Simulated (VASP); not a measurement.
# MgO (Fm-3m) in VASP: further runs

The runs below take MgO through single point, with LDA.

Everything below comes from runs of VASP 6.6.1. Logs are shortened: lines on timing, memory, paths and dates and some standing lists are left out, and cuts for length are marked.

**What was measured.**

“Electronic structure of alkaline earth and post-transition metal oxides”, 2009, arxiv:0908.1581 quotes, for a bulk crystal of MgO: band gap 7.83 eV.

The results are compared with them further down.

## Step 1: The cell of the first run

Symmetry: Fm-3m, No. 225, cubic system. The conventional cell has a = 4.129 Å, b = 4.129 Å, c = 4.129 Å, α = 90.00°, β = 90.00°, γ = 90.00°. Mg (site symmetry m-3m) has 6 O at 2.06 Å within 2.7 Å. Within 2.7 Å of O (site symmetry m-3m) lie 6 Mg at 2.06 Å.

## Step 2: Single point, LDA

INCAR

```
ALGO = Normal
EDIFF = 1E-6
ENCUT = 520
GGA = CA
ISIF = 2
ISMEAR = 0
LASPH = True
LCHARG = False
LREAL = False
LWAVE = False
NBANDS = 11
NELM = 80
PREC = Accurate
SIGMA = 0.01
```

KPOINTS

```
k-points
0
Gamma
  10 10 10
```

POSCAR

```
MgO
1.0
    2.0642571146      2.0642571146      0.0000000000
   -2.0642571146      2.0642571146      0.0000000000
    0.0000000000      2.0642571146      2.0642571146
Mg O
1 1
Direct
    0.0000000000      0.0000000000      0.0000000000
    0.5000000000      0.5000000000      0.0000000000
```

Potentials or basis: VASP PAW LDA potentials, release 64 (Mg, O).

On the command line:

```
cat potpaw_LDA.64/Mg/POTCAR potpaw_LDA.64/O/POTCAR > POTCAR
mpirun -np 1 vasp_std > vasp.out
```

OUTCAR:

```text
EDIFF = 1E-6
   ENCUT = 520
   GGA = CA
   ISIF = 2
   ISMEAR = 0
   LASPH = True
   LREAL = False
   NELM = 80
   PREC = Accurate

 ion  position               nearest neighbor table
   1  0.000  0.000  0.000-   2 2.06   2 2.06   2 2.06   2 2.06   2 2.06   2 2.06
   2  0.500  0.500  0.000-   1 2.06   1 2.06   1 2.06   1 2.06   1 2.06   1 2.06

  LATTYP: Found a face centered cubic cell.
 ALAT       =     4.1285142292

  Lattice vectors:

 A1 = (   0.0000000000,   2.0642571146,   2.0642571146)
 A2 = (   2.0642571146,   0.0000000000,   2.0642571146)
 A3 = (   2.0642571146,   2.0642571146,   0.0000000000)

Analysis of symmetry for initial positions (statically):
=====================================================================
 Subroutine PRICEL returns:
 Original cell was already a primitive cell.

 Routine SETGRP: Setting up the symmetry group for a
 face centered cubic supercell.

 Subroutine GETGRP returns: Found 48 space group operations
 (whereof 48 operations were pure point group operations)
 out of a pool of 48 trial point group operations.

The static configuration has the point symmetry O_h .

Analysis of symmetry for dynamics (positions and initial velocities):
=====================================================================
 Subroutine PRICEL returns:
 Original cell was already a primitive cell.

 Routine SETGRP: Setting up the symmetry group for a
 face centered cubic supercell.

 Subroutine GETGRP returns: Found 48 space group operations
 (whereof 48 operations were pure point group operations)
 out of a pool of 48 trial point group operations.

The dynamic configuration has the point symmetry O_h .

 Subroutine INISYM returns: Found 48 space group operations
 (whereof 48 operations are pure point group operations),
 and found     1 'primitive' translations

----------------------------------------------------------------------------------------

                                     Primitive cell

  volume of cell :      17.5922

  direct lattice vectors                    reciprocal lattice vectors
     2.064257115  2.064257115  0.000000000     0.242217889  0.242217889 -0.242217889
    -2.064257115  2.064257115  0.000000000    -0.242217889  0.242217889 -0.242217889
     0.000000000  2.064257115  2.064257115     0.000000000  0.000000000  0.484435777

  length of vectors
     2.919300408  2.919300408  2.919300408     0.419533690  0.419533690  0.484435777

  position of ions in fractional coordinates (direct lattice)
     0.000000000  0.000000000  0.000000000
     0.500000000  0.500000000  0.000000000

  ion indices of the primitive-cell ions
   primitive index   ion index
                 1           1
                 2           2

----------------------------------------------------------------------------------------

 KPOINTS: k-points

Automatic generation of k-mesh.
 Grid dimensions read from file:
 generate k-points for:   10   10   10

 Generating k-lattice:

  Cartesian coordinates                     Fractional coordinates (reciprocal lattice)
     0.024221789  0.024221789 -0.024221789     0.100000000  0.000000000  0.000000000
    -0.024221789  0.024221789 -0.024221789     0.000000000  0.100000000  0.000000000
     0.000000000  0.000000000  0.048443578     0.000000000  0.000000000  0.100000000

  Length of vectors
     0.041953369  0.041953369  0.048443578

  Shift w.r.t. Gamma in fractional coordinates (k-lattice)
     0.000000000  0.000000000  0.000000000

 Subroutine IBZKPT returns following result:
 ===========================================

 Found     47 irreducible k-points:

 Following reciprocal coordinates:
            Coordinates               Weight
  0.000000  0.000000  0.000000      1.000000
  0.100000  0.000000  0.000000      8.000000
  0.200000  0.000000  0.000000      8.000000
  0.300000  0.000000  0.000000      8.000000
  0.400000  0.000000  0.000000      8.000000
  0.500000  0.000000  0.000000      4.000000
[... 16 lines left out ...]
  0.300000  0.300000  0.000000     12.000000
  0.400000  0.300000  0.000000     24.000000
 [... further k-points ...]
   k-points           NKPTS =     47   k-points in BZ     NKDIM =     47   number of bands    NBANDS=     11
   number of dos      NEDOS =    301   number of ions     NIONS =      2
   total plane-waves  NPLWV =  13824
   dimension x,y,z NGX =    24 NGY =   24 NGZ =   24
   dimension x,y,z NGXF=    48 NGYF=   48 NGZF=   48
   ions per type =               1   1
   NGX,Y,Z   is equivalent  to a cutoff of  13.67, 13.67, 13.67 a.u.
   NGXF,Y,Z  is equivalent  to a cutoff of  27.33, 27.33, 27.33 a.u.
 SYSTEM =  unknown system
   PREC   = accura    normal or accurate (medium, high low for compatibility)
   ISTART =      0    job   : 0-new  1-cont  2-samecut
   ICHARG =      2    charge: 1-file 2-atom 10-const
   ISPIN  =      1    spin polarized calculation?
   LNONCOLLINEAR =      F non collinear calculations
   LSORBIT =      F    spin-orbit coupling
   LASPH  =      T    aspherical Exc in radial PAW
   ENCUT  =  520.0 eV  38.22 Ry    6.18 a.u.   5.43  5.43  5.43*2*pi/ulx,y,z
   NELM   =     80;   NELMIN=  2; NELMDL= -5     # of ELM steps
   EDIFF  = 0.1E-05   stopping-criterion for ELM
   LREAL  =      F    real-space projection
   EDIFFG = 0.1E-04   stopping-criterion for IOM
   NSW    =      0    number of steps for IOM
   IBRION =     -1    ionic relax: 0-MD 1-quasi-New 2-CG
   NFREE  =      0    steps in history (QN), initial steepest desc. (CG)
   ISIF   =      2    stress and relaxation
   ISYM   =      2    0-nonsym 1-usesym 2-fastsym
   POTIM  = 0.5000    time-step for ionic-motion
   TEBEG  =    0.0;   TEEND  =   0.0 temperature during run
   PSTRESS=    0.0 pullay stress
   NELECT =       8.0000    total number of electrons
   NUPDOWN=      -1.0000    fix difference up-down
   EMIN   =  10.00;   EMAX   =-10.00  energy-range for DOS
   EFERMI =   0.00;   METHOD = LEGACY
   ISMEAR =     0;   SIGMA  =   0.01  broadening in eV -4-tet -1-fermi 0-gaus
   EFERMI_NEDOS =   21; number of points for ismear=-14 and -15
   IALGO  =     38    algorithm
   IMIX   =      4    mixing-type and parameters
     AMIX     =   0.40;   BMIX     =  1.00
     AMIX_MAG =   1.60;   BMIX_MAG =  1.00
  volume/ion in A,a.u.               =       8.80        59.36
  Fermi-wavevector in a.u.,A,eV,Ry     =   1.258919  2.379011 21.563553  1.584876
  Thomas-Fermi vector in A             =   2.392504
   LORBIT       =      0    0 simple, 1 ext, 2 COOP (PROOUT), +10 PAW based schemes
   GGA     = CA    functional components
   LHFCALC =     F    Hartree Fock is set to
   AEXX    =    0.0000 exact exchange contribution
   IVDW    =     0    specifies the selected vdW correction
   LEPSILON=     F    determine dielectric tensor
   LRPA    =     F    only Hartree local field effects (RPA)
 non-spin polarized calculation
 Gauss-broadening in eV      SIGMA  =   0.01
  energy-cutoff  :      520.00
  volume of cell :       17.59
 maximum number of plane-waves:       495
 NGX is ok and might be reduce to    24
   NGX = 11   NGY = 11   NGZ = 11

 number of electron       7.9999997 magnetization

 Free energy of the ion-electron system (eV)
  ---------------------------------------------------
  ext. energy  EPLUGINS =         0.00000000
  ---------------------------------------------------
  free energy    TOTEN  =       -13.44356575 eV

  energy without entropy =      -13.44356575  energy(sigma->0) =      -13.44356575

 E-fermi :   3.5099     XC(G=0): -11.8850

 val. band max:        3.3522774181   @ k =   0.0000   0.0000   0.0000
 cond. band min:       8.6180307429   @ k =   0.0000   0.0000   0.0000
 fundamental gap:      5.2657533249
 Fermi energy:         3.5099290112

 k-point     1 :       0.0000    0.0000    0.0000
  band No.  band energies     occupation
      1     -13.9758      2.00000
      2       3.3523      2.00000
      3       3.3523      2.00000
      4       3.3523      2.00000
      5       8.6180      0.00000
      6      19.2030      0.00000
      7      19.2030      0.00000
      8      19.2030      0.00000
      9      23.3879      0.00000
     10      25.1083      0.00000
     11      25.1083      0.00000

 k-point     2 :       0.1000    0.0000    0.0000
  band No.  band energies     occupation
      1     -13.8548      2.00000
      2       2.6811      2.00000
      3       3.2755      2.00000
      4       3.2755      2.00000
      5       9.2334      0.00000
      6      17.9606      0.00000
      7      19.4657      0.00000
      8      19.4657      0.00000
      9      24.4404      0.00000
     10      24.4404      0.00000
     11      25.1232      0.00000

 k-point     3 :       0.2000    0.0000    0.0000
  band No.  band energies     occupation
      1     -13.5178      2.00000
      2       1.2822      2.00000
      3       3.0816      2.00000
      4       3.0816      2.00000
      5      10.3970      0.00000
      6      16.4883      0.00000
      7      20.0221      0.00000
      8      20.0221      0.00000
      9      23.7639      0.00000
     10      23.7639      0.00000
     11      26.2523      0.00000

 k-point     4 :       0.3000    0.0000    0.0000
  band No.  band energies     occupation
      1     -13.0569      2.00000
      2      -0.1522      2.00000
      3       2.8543      2.00000
      4       2.8543      2.00000
      5      11.2297      0.00000
      6      15.9441      0.00000
      7      20.2365      0.00000
      8      20.2365      0.00000
      9      24.2015      0.00000
     10      24.2015      0.00000
     11      25.6417      0.00000
[... 239 lines left out ...]
 k-point    22 :      -0.2000    0.2000    0.0000
  band No.  band energies     occupation
      1     -13.3825      2.00000
      2       1.2285      2.00000
      3       2.7776      2.00000
      4       2.7776      2.00000
      5      11.0812      0.00000
      6      15.3339      0.00000
      7      20.4777      0.00000
      8      20.5906      0.00000
      9      20.5906      0.00000
     10      26.3726      0.00000
     11      30.0672      0.00000

 k-point    23 :       0.3000    0.3000    0.0000
  band No.  band energies     occupation
      1     -12.2955      2.00000
      2      -0.3876      2.00000
      3       0.4553      2.00000
      4       2.3900      2.00000
      5      13.8206      0.00000
      6      15.5754      0.00000
      7      16.8680      0.00000
      8      21.3764      0.00000
      9      23.5269      0.00000
     10      25.4525      0.00000
     11      30.8116      0.00000

 k-point    24 :       0.4000    0.3000    0.0000
  band No.  band energies     occupation
      1     -12.1896      2.00000
      2      -0.4931      2.00000
      3       0.4605      2.00000
      4       2.2057      2.00000
      5      13.6487      0.00000
      6      15.8243      0.00000
      7      16.3455      0.00000
      8      21.6212      0.00000
      9      22.5216      0.00000
     10      27.7272      0.00000
     11      31.3852      0.00000

 [... further k-points ...]

------------------------ aborting loop because EDIFF is reached ----------------------------------------

  FORCE on cell =-STRESS in cart. coord.  units (eV):
  Direction    XX          YY          ZZ          XY          YZ          ZX
  --------------------------------------------------------------------------------------
  -------------------------------------------------------------------------------------
  Total        0.2547199      0.2547199      0.2547199     -0.0000000      0.0000000      0.0000000
  in kB       23.1980802     23.1980802     23.1980802     -0.0000000      0.0000000      0.0000000
  external PRESSURE =      23.1980802 kB  Pullay stress =       0.0000000 kB

 VOLUME and BASIS-vectors are now :
 -----------------------------------------------------------------------------
  energy-cutoff  :      520.00
  volume of cell :       17.59
      direct lattice vectors                 reciprocal lattice vectors
     2.064257115  2.064257115  0.000000000     0.242217889  0.242217889 -0.242217889
    -2.064257115  2.064257115  0.000000000    -0.242217889  0.242217889 -0.242217889
     0.000000000  2.064257115  2.064257115     0.000000000  0.000000000  0.484435777

 POSITION                                       TOTAL-FORCE (eV/Angst)
 -----------------------------------------------------------------------------------
      0.00000      0.00000      0.00000        -0.000000     -0.000000      0.000000
      0.00000      2.06426      0.00000         0.000000      0.000000      0.000000
 -----------------------------------------------------------------------------------
    total drift:                                0.000000     -0.000000     -0.000000

  FREE ENERGIE OF THE ION-ELECTRON SYSTEM (eV)
  ---------------------------------------------------
  free  energy   TOTEN  =       -13.4435657497 eV

  energy  without entropy=      -13.4435657497  energy(sigma->0) =      -13.44356575
```

Run time: 3.9 s. Hardware: 1 thread of Intel Xeon 6975P-C, shared host; peak memory 0.13 GiB.

What came out:

| Property | Result |
| --- | --- |
| Free energy | -13.4436 eV |
| Pressure | 2.3 GPa |
| Band gap on the k mesh | 5.27 eV, direct |

A hybrid or GW would open this gap; LDA tends to underestimate it.

(Part 1 of 2 ends here.)
